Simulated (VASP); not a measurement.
# H3C8Cl in VASP: further runs, part 2 of 2

VASP 6.6.1. Earlier steps stand in the parts before.

**4. Single point, PBEsol**

The input, INCAR:

```
SYSTEM = H3C8Cl
  PREC = Accurate
  ENCUT = 520
  EDIFF = 1E-6
  ISMEAR = 0
  SIGMA = 0.05
  LREAL = Auto
  LASPH = .True.
  NELM = 100
  ALGO = Normal
  ISIF = 2
  LWAVE = .False.
  LCHARG = .False.
  GGA = PS
  NBANDS = 60
```

The input, KPOINTS:

```
Automatic mesh
0
Gamma
  3 3 1
  0 0 0
```

The input, POSCAR:

```
H3C8Cl
1.0
    5.0487420000      0.0000000000      0.0000000000
    2.5243710000      4.3723390000      0.0000000000
    0.0000000000      0.0000000000     15.7764260000
H C Cl
6 16 2
Direct
    0.1666667848      0.1666666285      0.0633857123
    0.6666667848      0.1666666285      0.0633857123
    0.1666666285      0.6666667429      0.0633857123
    0.6666666285      0.6666667429      0.0633857123
   -0.0017159734      0.5066654255      0.3659866943
    0.5055736408      0.4968240111      0.3647864859
    0.1666667848      0.1666666285      0.1331099959
    0.6666667848      0.1666666285      0.1331099959
    0.1666666285      0.6666667429      0.1331099959
    0.6666666285      0.6666667429      0.1331099959
   -0.1666666285      0.3333332571      0.1657717027
    0.3333333715      0.3333332571      0.1657717027
   -0.1666667848      0.8333333715      0.1657717027
    0.3333332152      0.8333333715      0.1657717027
   -0.1646136157      0.3365779735      0.2639329719
    0.3324331077      0.3351286348      0.2653729685
   -0.1685381561      0.8384784437      0.2688291379
    0.3372961517      0.8300399397      0.2617381782
    0.0094378071      0.0036781229      0.2947728465
    0.4934692451      0.0028728331      0.2895263477
   -0.0010620306      0.5051971039      0.2959933384
    0.5039683953      0.4974877291      0.2947796288
    0.1345945632      0.0112470694      0.4052126889
    0.6662820599      0.0299681704      0.4765342924
```

Potentials or basis: VASP PAW PBE potentials, release 64 (H, C, Cl).

Launch:

```bash
> cat potpaw_PBE.64/H/POTCAR potpaw_PBE.64/C/POTCAR potpaw_PBE.64/Cl/POTCAR > POTCAR
> mpirun -np 1 vasp_std > vasp.out
```

OUTCAR:

```text
SYSTEM = H3C8Cl
   PREC = Accurate
   ENCUT = 520
   EDIFF = 1E-6
   ISMEAR = 0
   LREAL = Auto
   LASPH = .True.
   NELM = 100
   ISIF = 2
   GGA = PS

 ion  position               nearest neighbor table
   1  0.167  0.167  0.063-   7 1.10
   2  0.667  0.167  0.063-   8 1.10
   3  0.167  0.667  0.063-   9 1.10
   4  0.667  0.667  0.063-  10 1.10
   5  0.998  0.507  0.366-  21 1.10
   6  0.506  0.497  0.365-  22 1.10
   7  0.167  0.167  0.133-   1 1.10  12 1.55  14 1.55  11 1.55
   8  0.667  0.167  0.133-   2 1.10  11 1.55  13 1.55  12 1.55
   9  0.167  0.667  0.133-   3 1.10  14 1.55  13 1.55  12 1.55
  10  0.667  0.667  0.133-   4 1.10  13 1.55  14 1.55  11 1.55
  11  0.833  0.333  0.166-   8 1.55   7 1.55  10 1.55  15 1.55
  12  0.333  0.333  0.166-   7 1.55   8 1.55   9 1.55  16 1.57
  13  0.833  0.833  0.166-  10 1.55   8 1.55   9 1.55  17 1.63
  14  0.333  0.833  0.166-  18 1.51   9 1.55   7 1.55  10 1.55
  15  0.835  0.337  0.264-  22 1.53  19 1.54  21 1.54  11 1.55
  16  0.332  0.335  0.265-  20 1.50  22 1.53  21 1.54  12 1.57
  17  0.831  0.838  0.269-  20 1.51  21 1.52  19 1.56  13 1.63
  18  0.337  0.830  0.262-  20 1.50  14 1.51  19 1.53  22 1.54
  19  0.009  0.004  0.295-  18 1.53  15 1.54  17 1.56  23 1.86
  20  0.493  0.003  0.290-  16 1.50  18 1.50  17 1.51
[... 225 lines left out ...]
      3     -16.4374      2.00000
      4     -15.4966      2.00000
      5     -15.2883      2.00000
      6     -15.2583      2.00000
[... 274 lines left out ...]
     53       7.5166      0.00000
     54       7.7000      0.00000
 [bands above 54 left out]

------------------------ aborting loop because EDIFF is reached ----------------------------------------

  FORCE on cell =-STRESS in cart. coord.  units (eV):
  Direction    XX          YY          ZZ          XY          YZ          ZX
  --------------------------------------------------------------------------------------
  -------------------------------------------------------------------------------------
  Total       -3.9659670     -0.4990864     -0.9833220      0.0335570     -0.1435354     -1.5121196
  in kB      -18.2454278     -2.2960465     -4.5237721      0.1543791     -0.6603347     -6.9565050
  external PRESSURE =      -8.3550822 kB  Pullay stress =       0.0000000 kB

 VOLUME and BASIS-vectors are now :
 -----------------------------------------------------------------------------
  energy-cutoff  :      520.00
  volume of cell :      348.26
      direct lattice vectors                 reciprocal lattice vectors
     5.048742000  0.000000000  0.000000000     0.198069143 -0.114355268  0.000000000
     2.524371000  4.372339000  0.000000000     0.000000000  0.228710537  0.000000000
     0.000000000  0.000000000 15.776426000     0.000000000  0.000000000  0.063385712

 POSITION                                       TOTAL-FORCE (eV/Angst)
 -----------------------------------------------------------------------------------
      1.26219      0.72872      1.00000         0.008230     -0.011105     -0.298796
      3.78656      0.72872      1.00000         0.000821      0.000729     -0.301231
      2.52437      2.91489      1.00000        -0.059437     -0.012769     -0.316995
      5.04874      2.91489      1.00000         0.068766      0.008863     -0.287189
      6.31909      2.21531      5.77396         0.001547     -0.003483      0.037190
      3.80668      2.17228      5.75503         0.006921      0.004247      0.040369
[... 16 lines left out ...]
      0.70793      0.04918      6.39281        -0.251178     -0.002201     -0.048269
      3.43954      0.13103      7.51801        -0.136505     -0.033851      0.034563
 -----------------------------------------------------------------------------------
    total drift:                                0.003275     -0.001161     -0.052104

  FREE ENERGIE OF THE ION-ELECTRON SYSTEM (eV)
  ---------------------------------------------------
  free  energy   TOTEN  =      -176.6064464297 eV

  energy  without entropy=     -176.6064464297  energy(sigma->0) =     -176.60644643
```

OSZICAR:

```text
N       E                     dE             d eps       ncg     rms          rms(c)
DAV:   1     0.557318700715E+03    0.55732E+03   -0.38026E+04   600   0.121E+03
DAV:   2    -0.116424220418E+03   -0.67374E+03   -0.64242E+03   800   0.275E+02
DAV:   3    -0.184220648104E+03   -0.67796E+02   -0.67187E+02   720   0.901E+01
[... 17 lines left out ...]
DAV:  21    -0.176606437013E+03   -0.11806E-04   -0.14845E-06   512   0.314E-03    0.196E-03
DAV:  22    -0.176606441166E+03   -0.41531E-05   -0.58331E-07   520   0.203E-03    0.833E-04
DAV:  23    -0.176606444372E+03   -0.32056E-05   -0.24647E-07   440   0.115E-03    0.766E-04
DAV:  24    -0.176606446174E+03   -0.18018E-05   -0.14174E-07   500   0.731E-04    0.193E-04
DAV:  25    -0.176606446430E+03   -0.25583E-06   -0.24863E-08   536   0.407E-04
   1 F= -.17660645E+03 E0= -.17660645E+03  d E =-.781068E-11
```

Run time: 2.4 min. Hardware: 1 thread of Intel Xeon 6975P-C (Granite Rapids), shared host; peak memory 0.46 GiB.

What came out:

* Free energy: -176.6064 eV
* Largest force: 1.950 eV/Å
* Band gap on the k mesh: 0.79 eV, indirect (least direct gap 0.80 eV)

Forces on the atoms (eV/Å):
```
H    0.008 -0.011 -0.299
H    0.001  0.001 -0.301
H   -0.059 -0.013 -0.317
H    0.069  0.009 -0.287
H    0.002 -0.003  0.037
H    0.007  0.004  0.040
C    0.007  0.051  1.236
C   -0.007  0.013  1.447
C   -0.009 -0.028  1.483
C   -0.015 -0.027  1.435
C    0.208 -0.108 -0.892
C   -0.060 -0.130 -1.101
C    0.164  0.494 -0.676
C    0.021 -0.224 -1.937
C    0.003 -0.002 -0.002
C    0.004  0.009 -0.001
C    0.012  0.003 -0.010
C   -0.004 -0.007  0.022
C    0.009  0.003  0.107
C    0.023 -0.003  0.016
C    0.000  0.000  0.006
C    0.005  0.004  0.007
Cl  -0.251 -0.002 -0.048
Cl  -0.137 -0.034  0.035
```

Caveat: the k points lie up to 0.48 Å⁻¹ apart; the PAW data sets were made with another functional, which shifts forces and pressure a little.

**5. Single point, PBEsol**

The input, INCAR:

```
  PREC = Accurate
  ENCUT = 520
  EDIFF = 1E-6
  ISMEAR = 0
  SIGMA = 0.05
  LREAL = Auto
  LASPH = T
  NELM = 100
  ALGO = Normal
  ISIF = 2
  LWAVE = F
  LCHARG = F
  GGA = PS
  NBANDS = 60
```

The input, KPOINTS:

```
regular mesh
0
Gamma
  3 3 1
```

The input, POSCAR:

```
H3C8Cl
1.0
    5.0487420000      0.0000000000      0.0000000000
    2.5243710000      4.3723390000      0.0000000000
    0.0000000000      0.0000000000     15.7764260000
H C Cl
6 16 2
Direct
    0.1666667848      0.1666666285      0.0633857123
    0.6666667848      0.1666666285      0.0633857123
    0.1666666285      0.6666667429      0.0633857123
    0.6666666285      0.6666667429      0.0633857123
   -0.0049495665      0.5066656542      0.3659866309
    0.4976026605      0.4968237824      0.3647864225
    0.1666667848      0.1666666285      0.1331099959
    0.6666667848      0.1666666285      0.1331099959
    0.1666666285      0.6666667429      0.1331099959
    0.6666666285      0.6666667429      0.1331099959
   -0.1666666285      0.3333332571      0.1657717027
    0.3333333715      0.3333332571      0.1657717027
   -0.1666665867      0.8333333715      0.1657717027
    0.3333334133      0.8333333715      0.1657717027
   -0.1675614301      0.3351284061      0.2653729051
    0.3280356422      0.3365779735      0.2639329719
   -0.1699402039      0.8384786724      0.2688292646
    0.3326640230      0.8300397110      0.2617380514
    0.0036587141      0.0028728331      0.2895265379
    0.4868841844      0.0036778941      0.2947727198
   -0.0041351877      0.5051973326      0.2959933384
    0.4985441881      0.4974875004      0.2947795654
    0.3541538118      0.0112470694      0.4052125621
    0.8037414508      0.0299681704      0.4765346093
```

Potentials or basis: VASP PAW PBE potentials, release 64 (H, C, Cl).

Launch:

```bash
> cat potpaw_PBE.64/H/POTCAR potpaw_PBE.64/C/POTCAR potpaw_PBE.64/Cl/POTCAR > POTCAR
> mpirun -np 1 vasp_std > vasp.out
```

OUTCAR:

```text
PREC = Accurate
   ENCUT = 520
   EDIFF = 1E-6
   ISMEAR = 0
   LREAL = Auto
   LASPH = T
   NELM = 100
   ISIF = 2
   GGA = PS

 ion  position               nearest neighbor table
   1  0.167  0.167  0.063-   7 1.10
   2  0.667  0.167  0.063-   8 1.10
   3  0.167  0.667  0.063-   9 1.10
   4  0.667  0.667  0.063-  10 1.10
   5  0.995  0.507  0.366-  21 1.10
   6  0.498  0.497  0.365-  22 1.10
   7  0.167  0.167  0.133-   1 1.10  12 1.55  14 1.55  11 1.55
   8  0.667  0.167  0.133-   2 1.10  11 1.55  13 1.55  12 1.55
   9  0.167  0.667  0.133-   3 1.10  13 1.55  14 1.55  12 1.55
  10  0.667  0.667  0.133-   4 1.10  14 1.55  13 1.55  11 1.55
  11  0.833  0.333  0.166-   8 1.55   7 1.55  10 1.55  15 1.57
  12  0.333  0.333  0.166-   7 1.55   8 1.55   9 1.55  16 1.55
  13  0.833  0.833  0.166-   9 1.55   8 1.55  10 1.55  17 1.63
  14  0.333  0.833  0.166-  18 1.51  10 1.55   7 1.55   9 1.55
  15  0.832  0.335  0.265-  19 1.50  22 1.53  21 1.54  11 1.57
  16  0.328  0.337  0.264-  22 1.53  20 1.54  21 1.54  12 1.55
  17  0.830  0.838  0.269-  19 1.51  21 1.52  20 1.56  13 1.63
  18  0.333  0.830  0.262-  19 1.50  14 1.51  20 1.53  22 1.54
  19  0.004  0.003  0.290-  15 1.50  18 1.50  17 1.51
  20  0.487  0.004  0.295-  18 1.53  16 1.54  17 1.56  23 1.86
  21  0.996  0.505  0.296-   5 1.10  17 1.52  15 1.54  16 1.54
  22  0.499  0.497  0.295-   6 1.10  16 1.53  15 1.53  18 1.54
  23  0.354  0.011  0.405-  20 1.86  24 2.58
  24  0.804  0.030  0.477-  23 2.58

  LATTYP: Found a hexagonal cell.
 ALAT       =     5.0487421480
 C/A-ratio  =     3.1248230822

  Lattice vectors:

 A1 = (  -2.5243710000,  -4.3723390000,   0.0000000000)
 A2 = (   5.0487420000,   0.0000000000,   0.0000000000)
 A3 = (   0.0000000000,   0.0000000000,  15.7764260000)

Analysis of symmetry for initial positions (statically):
=====================================================================
 Subroutine PRICEL returns:
 Original cell was already a primitive cell.

 Routine SETGRP: Setting up the symmetry group for a
 hexagonal supercell.

 Subroutine GETGRP returns: Found  1 space group operations
 (whereof  1 operations were pure point group operations)
 out of a pool of 24 trial point group operations.

The static configuration has the point symmetry C_1 .

Analysis of symmetry for dynamics (positions and initial velocities):
=====================================================================
 Subroutine PRICEL returns:
 Original cell was already a primitive cell.

 Routine SETGRP: Setting up the symmetry group for a
 hexagonal supercell.

 Subroutine GETGRP returns: Found  1 space group operations
 (whereof  1 operations were pure point group operations)
 out of a pool of 24 trial point group operations.

The dynamic configuration has the point symmetry C_1 .

 Subroutine INISYM returns: Found  1 space group operations
 (whereof  1 operations are pure point group operations),
 and found     1 'primitive' translations

[... 86 lines left out ...]
     0.000000000  0.000000000  0.000000000

 Subroutine IBZKPT returns following result:
 ===========================================

 Found      5 irreducible k-points:

 Following reciprocal coordinates:
            Coordinates               Weight
  0.000000  0.000000  0.000000      1.000000
  0.333333  0.000000  0.000000      2.000000
  0.333333  0.333333  0.000000      2.000000
  0.000000  0.333333  0.000000      2.000000
 -0.333333  0.333333  0.000000      2.000000
   k-points           NKPTS =      5   k-points in BZ     NKDIM =      5   number of bands    NBANDS=     60
   number of dos      NEDOS =    301   number of ions     NIONS =     24
   total plane-waves  NPLWV = 192000
   dimension x,y,z NGX =    40 NGY =   40 NGZ =  120
   dimension x,y,z NGXF=    80 NGYF=   80 NGZF=  240
   ions per type =               6  16   2
   NGX,Y,Z   is equivalent  to a cutoff of  13.17, 13.17, 12.65 a.u.
   NGXF,Y,Z  is equivalent  to a cutoff of  26.34, 26.34, 25.29 a.u.
 SYSTEM =  unknown system
   PREC   = accura    normal or accurate (medium, high low for compatibility)
   ISTART =      0    job   : 0-new  1-cont  2-samecut
   ICHARG =      2    charge: 1-file 2-atom 10-const
   ISPIN  =      1    spin polarized calculation?
   LNONCOLLINEAR =      F non collinear calculations
   LSORBIT =      F    spin-orbit coupling
   LASPH  =      T    aspherical Exc in radial PAW
   ENCUT  =  520.0 eV  38.22 Ry    6.18 a.u.   9.39  9.39 29.33*2*pi/ulx,y,z
   NELM   =    100;   NELMIN=  2; NELMDL= -5     # of ELM steps
   EDIFF  = 0.1E-05   stopping-criterion for ELM
   LREAL  =      T    real-space projection
   EDIFFG = 0.1E-04   stopping-criterion for IOM
   NSW    =      0    number of steps for IOM
   IBRION =     -1    ionic relax: 0-MD 1-quasi-New 2-CG
   NFREE  =      0    steps in history (QN), initial steepest desc. (CG)
   ISIF   =      2    stress and relaxation
   ISYM   =      2    0-nonsym 1-usesym 2-fastsym
   POTIM  = 0.5000    time-step for ionic-motion
   TEBEG  =    0.0;   TEEND  =   0.0 temperature during run
   PSTRESS=    0.0 pullay stress
   NELECT =      84.0000    total number of electrons
   NUPDOWN=      -1.0000    fix difference up-down
   EMIN   =  10.00;   EMAX   =-10.00  energy-range for DOS
   EFERMI =   0.00;   METHOD = LEGACY
   ISMEAR =     0;   SIGMA  =   0.05  broadening in eV -4-tet -1-fermi 0-gaus
   EFERMI_NEDOS =   21; number of points for ismear=-14 and -15
   IALGO  =     38    algorithm
   IMIX   =      4    mixing-type and parameters
     AMIX     =   0.40;   BMIX     =  1.00
     AMIX_MAG =   1.60;   BMIX_MAG =  1.00
  volume/ion in A,a.u.               =      14.51        97.92
  Fermi-wavevector in a.u.,A,eV,Ry     =   1.019059  1.925743 14.129399  1.038482
  Thomas-Fermi vector in A             =   2.152552
   LORBIT       =      0    0 simple, 1 ext, 2 COOP (PROOUT), +10 PAW based schemes
   GGA     = PS    functional components
   LHFCALC =     F    Hartree Fock is set to
   AEXX    =    0.0000 exact exchange contribution
   IVDW    =     0    specifies the selected vdW correction
   LEPSILON=     F    determine dielectric tensor
   LRPA    =     F    only Hartree local field effects (RPA)
 non-spin polarized calculation
 Gauss-broadening in eV      SIGMA  =   0.05
  energy-cutoff  :      520.00
  volume of cell :      348.26
 maximum number of plane-waves:      9407
 NGX is ok and might be reduce to    40
   NGX = 19   NGY = 19   NGZ = 59

 number of electron      84.0000003 magnetization

 Free energy of the ion-electron system (eV)
  ---------------------------------------------------
  ext. energy  EPLUGINS =         0.00000000
  ---------------------------------------------------
  free energy    TOTEN  =      -176.60643495 eV

  energy without entropy =     -176.60643495  energy(sigma->0) =     -176.60643495

 E-fermi :   0.0886     XC(G=0):  -6.1963

 val. band max:       -0.1380826364   @ k =  -0.3333   0.3333   0.0000
 cond. band min:       0.6492530171   @ k =   0.3333   0.3333   0.0000
 fundamental gap:      0.7873356536
 Fermi energy:         0.0886108124

 k-point     1 :       0.0000    0.0000    0.0000
  band No.  band energies     occupation
      1     -20.7339      2.00000
      2     -18.2927      2.00000
      3     -16.4374      2.00000
      4     -15.4966      2.00000
      5     -15.2883      2.00000
      6     -15.2583      2.00000
[... 274 lines left out ...]
     53       7.5166      0.00000
     54       7.6999      0.00000
 [bands above 54 left out]

------------------------ aborting loop because EDIFF is reached ----------------------------------------

  FORCE on cell =-STRESS in cart. coord.  units (eV):
  Direction    XX          YY          ZZ          XY          YZ          ZX
  --------------------------------------------------------------------------------------
  -------------------------------------------------------------------------------------
  Total       -3.9662550     -0.4989473     -0.9831932     -0.0335078     -0.1435601      1.5119999
  in kB      -18.2467526     -2.2954067     -4.5231796     -0.1541525     -0.6604481      6.9559542
  external PRESSURE =      -8.3551129 kB  Pullay stress =       0.0000000 kB

 VOLUME and BASIS-vectors are now :
 -----------------------------------------------------------------------------
  energy-cutoff  :      520.00
  volume of cell :      348.26
      direct lattice vectors                 reciprocal lattice vectors
     5.048742000  0.000000000  0.000000000     0.198069143 -0.114355268  0.000000000
     2.524371000  4.372339000  0.000000000     0.000000000  0.228710537  0.000000000
     0.000000000  0.000000000 15.776426000     0.000000000  0.000000000  0.063385712

 POSITION                                       TOTAL-FORCE (eV/Angst)
 -----------------------------------------------------------------------------------
      1.26219      0.72872      1.00000        -0.008229     -0.011104     -0.298798
      3.78656      0.72872      1.00000        -0.000822      0.000733     -0.301232
      2.52437      2.91489      1.00000        -0.068766      0.008866     -0.287190
      5.04874      2.91489      1.00000         0.059440     -0.012765     -0.316995
      6.30276      2.21531      5.77396        -0.001546     -0.003481      0.037212
      3.76643      2.17228      5.75503        -0.006921      0.004249      0.040361
[... 16 lines left out ...]
      1.81642      0.04918      6.39281         0.251092     -0.002258     -0.048240
      4.13353      0.13103      7.51801         0.136517     -0.033848      0.034574
 -----------------------------------------------------------------------------------
    total drift:                               -0.003307     -0.001224     -0.052080

  FREE ENERGIE OF THE ION-ELECTRON SYSTEM (eV)
  ---------------------------------------------------
  free  energy   TOTEN  =      -176.6064349459 eV

  energy  without entropy=     -176.6064349459  energy(sigma->0) =     -176.60643495
```

Wall time 2.5 min (1 thread of Intel Xeon 6975P-C (Granite Rapids), shared host); peak memory 0.45 GiB.

Results:

```yaml
Free_energy: -176.6064 eV
Largest_force: 1.950 eV/Å
Band_gap_on_the_k_mesh: 0.79 eV, indirect (least direct gap 0.80 eV)
```

Forces on the atoms (eV/Å):
```
H   -0.008 -0.011 -0.299
H   -0.001  0.001 -0.301
H   -0.069  0.009 -0.287
H    0.059 -0.013 -0.317
H   -0.002 -0.003  0.037
H   -0.007  0.004  0.040
C   -0.007  0.051  1.236
C    0.007  0.013  1.447
C    0.015 -0.027  1.435
C    0.009 -0.028  1.483
C    0.060 -0.130 -1.101
C   -0.208 -0.108 -0.892
C   -0.164  0.495 -0.676
C   -0.021 -0.224 -1.937
C   -0.004  0.009 -0.001
C   -0.003 -0.002 -0.002
C   -0.012  0.003 -0.010
C    0.004 -0.007  0.022
C   -0.023 -0.003  0.016
C   -0.009  0.003  0.107
C    0.000  0.000  0.006
C   -0.005  0.004  0.007
Cl   0.251 -0.002 -0.048
Cl   0.137 -0.034  0.035
```

Levels at points of the mesh, in eV from the valence-band top:
```
           k point  band 39  band 40  band 41  band 42  band 43  band 44  band 45  band 46
(0.00, 0.00, 0.00)    -0.86    -0.83    -0.50    -0.12     1.11     2.95     3.75     5.26
```

Caveat: the k points lie up to 0.48 Å⁻¹ apart; the PAW data sets were made with another functional, which shifts forces and pressure a little.
